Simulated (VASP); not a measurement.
# GaN (P6_3mc) in VASP: notebook, part 3 of 3

VASP 6.6.1. Earlier steps stand in the parts before.

## Step 7: Single point, r2SCAN (atoms displaced along a vibrational mode)

POSCAR reads:

```
GaN
1.0
    3.1828215348      0.0000000000      0.0000000000
   -1.5914107674      2.7564043048      0.0000000000
    0.0000000000      0.0000000000      5.1856745519
Ga N
2 2
Direct
    0.3333333333      0.6666666667     -0.0460764110
    0.6666666667      0.3333333333      0.4539235890
    0.3333333333      0.6666666667      0.4230764110
    0.6666666667      0.3333333333      0.9230764110
```

INCAR.step1 reads:

```
PREC = Accurate
ENCUT = 520
ISMEAR = 0
SIGMA = 0.01
LREAL = F
LASPH = T
NELM = 60
NBANDS = 26
GGA = PE
ALGO = Normal
EDIFF = 1E-4
LWAVE = T
LCHARG = F
```

INCAR.step2 reads:

```
PREC = Accurate
ENCUT = 520
EDIFF = 1E-6
ISMEAR = 0
SIGMA = 0.01
LREAL = F
LASPH = T
NELM = 60
ALGO = Normal
ISIF = 2
LWAVE = F
LCHARG = T
METAGGA = R2SCAN
LMIXTAU = T
LELF = T
LVHAR = T
NBANDS = 26
ISTART = 1
```

KPOINTS reads:

```
Automatic mesh
0
Gamma
  12 12 6
```

Potentials or basis: VASP PAW PBE potentials, release 64 (Ga_d, N).

The run is started by

```console
> cat potpaw_PBE.64/Ga_d/POTCAR potpaw_PBE.64/N/POTCAR > POTCAR
> cp INCAR.step1 INCAR
> mpirun -np 1 vasp_std > vasp.out
> cp INCAR.step2 INCAR
> mpirun -np 1 vasp_std > vasp.out
```

OUTCAR:

```text
PREC = Accurate
   ENCUT = 520
   EDIFF = 1E-6
   ISMEAR = 0
   LREAL = F
   LASPH = T
   NELM = 60
   ISIF = 2
   METAGGA = R2SCAN
   ISTART = 1

 ion  position               nearest neighbor table
   1  0.333  0.667  0.954-   4 1.84   4 1.84   4 1.84
   2  0.667  0.333  0.454-   3 1.84   3 1.84   3 1.84
   3  0.333  0.667  0.423-   2 1.84   2 1.84   2 1.84
   4  0.667  0.333  0.923-   1 1.84   1 1.84   1 1.84

  LATTYP: Found a hexagonal cell.
 ALAT       =     3.1828215348
 C/A-ratio  =     1.6292696575

  Lattice vectors:

 A1 = (   3.1828215348,   0.0000000000,   0.0000000000)
 A2 = (  -1.5914107674,   2.7564043048,   0.0000000000)
 A3 = (   0.0000000000,   0.0000000000,   5.1856745519)

Analysis of symmetry for initial positions (statically):
=====================================================================
 Subroutine PRICEL returns:
 Original cell was already a primitive cell.

 Routine SETGRP: Setting up the symmetry group for a
 hexagonal supercell.

 Subroutine GETGRP returns: Found 12 space group operations
[... 170 lines left out ...]
  energy without entropy =      -42.76512925  energy(sigma->0) =      -42.76512925

 E-fermi :   5.4609     XC(G=0): -12.6326

 val. band max:        5.3299727470   @ k =   0.0000   0.0000   0.0000
 cond. band min:       7.6612834207   @ k =   0.0000   0.0000   0.0000
 fundamental gap:      2.3313106737
 Fermi energy:         5.4609000015

 k-point     1 :       0.0000    0.0000    0.0000
  band No.  band energies     occupation
      1     -12.0139      2.00000
      2     -11.1897      2.00000
      3      -8.9278      2.00000
      4      -8.9278      2.00000
      5      -8.9175      2.00000
      6      -8.9175      2.00000
[... 685 lines left out ...]
     25      18.8323      0.00000
     26      19.2677      0.00000

 [... further k-points ...]

------------------------ aborting loop because EDIFF is reached ----------------------------------------

  FORCE on cell =-STRESS in cart. coord.  units (eV):
  Direction    XX          YY          ZZ          XY          YZ          ZX
  --------------------------------------------------------------------------------------
  -------------------------------------------------------------------------------------
  Total        4.7452553      4.7452553     -0.5883407      0.0000000     -0.0000000      0.0000000
  in kB      167.1127943    167.1127943    -20.7194858      0.0000000     -0.0000000      0.0000000
  external PRESSURE =     104.5020342 kB  Pullay stress =       0.0000000 kB

 VOLUME and BASIS-vectors are now :
 -----------------------------------------------------------------------------
  energy-cutoff  :      520.00
  volume of cell :       45.49
      direct lattice vectors                 reciprocal lattice vectors
     3.182821535  0.000000000  0.000000000     0.314186639  0.181395741  0.000000000
    -1.591410767  2.756404305  0.000000000     0.000000000  0.362791481  0.000000000
     0.000000000  0.000000000  5.185674552     0.000000000  0.000000000  0.192838943

 POSITION                                       TOTAL-FORCE (eV/Angst)
 -----------------------------------------------------------------------------------
     -0.00000      1.83760      4.94674         0.000000     -0.000000      0.853025
      1.59141      0.91880      2.35390        -0.000000      0.000000      0.853025
     -0.00000      1.83760      2.19394         0.000000      0.000000     -0.853025
      1.59141      0.91880      4.78677         0.000000      0.000000     -0.853025
 -----------------------------------------------------------------------------------
    total drift:                               -0.000002     -0.000003     -0.032553

  FREE ENERGIE OF THE ION-ELECTRON SYSTEM (eV)
  ---------------------------------------------------
  free  energy   TOTEN  =       -42.7651292516 eV

  energy  without entropy=      -42.7651292516  energy(sigma->0) =      -42.76512925
```

Run time: 6.4 min. Hardware: 1 thread of Intel Xeon 8259CL, shared host; peak memory 0.22 GiB.

Results:

| Item | Value |
| --- | --- |
| Free energy | -42.7651 eV |
| Pressure | 10.5 GPa |
| Largest force | 0.853 eV/Å |
| Band gap on the k mesh | 2.33 eV |

Forces in eV/Å, atoms in the order of the input:
```
Ga   0.000  0.000  0.853
Ga   0.000  0.000  0.853
N    0.000  0.000 -0.853
N    0.000  0.000 -0.853
```

Levels at points of the mesh, in eV from the valence-band top:
```csv
k point,band 14,band 15,band 16,band 17,band 18,band 19,band 20,band 21,band 22,band 23
"(0.00, 0.00, 0.00)",-1.31,-1.31,-0.58,-0.58,0.00,2.33,4.02,9.86,10.32,10.32
"(0.50, 0.00, 0.00)",-6.38,-3.44,-3.37,-2.22,-1.31,5.07,5.93,6.41,9.14,9.58
"(0.00, 0.00, 0.50)",-3.50,-0.94,-0.94,-0.94,-0.94,4.43,4.43,8.76,8.76,10.73
"(0.50, 0.00, 0.50)",-7.24,-2.86,-2.86,-1.20,-1.20,4.89,4.89,7.05,7.05,10.39
```

Caveat: the cell differs from its parent crystal (atoms displaced along a vibrational mode); the cell stands under pressure; the PAW data sets were made with another functional, which shifts forces and pressure a little.

## Step 8: The runs side by side

```tsv
cell	gap on the mesh (eV)	pressure (GPa)	largest force (eV/Å)
as given, atomic positions A	2.34	1.1	-
as given, atomic positions B	2.24	2.0	0.91
as given, atomic positions C	2.18	4.0	1.35
as given, atomic positions D	2.20	6.4	1.43
as given, atomic positions E	2.26	8.6	1.25
as given, atomic positions F	2.33	10.5	0.85
```

Alike in all rows: task single point; level r2SCAN; potentials or basis VASP PAW PBE potentials, release 64 (Ga_d, N); no spin polarisation; k mesh 12 × 12 × 6; cutoff (eV) 520; smearing gaussian 0.01 eV.

Caveats: the PAW data sets were made with another functional, which shifts forces and pressure a little; the cell stands under pressure (at least some runs).

Total energies depend on the potentials used, so only differences within one code and one set of settings carry meaning.
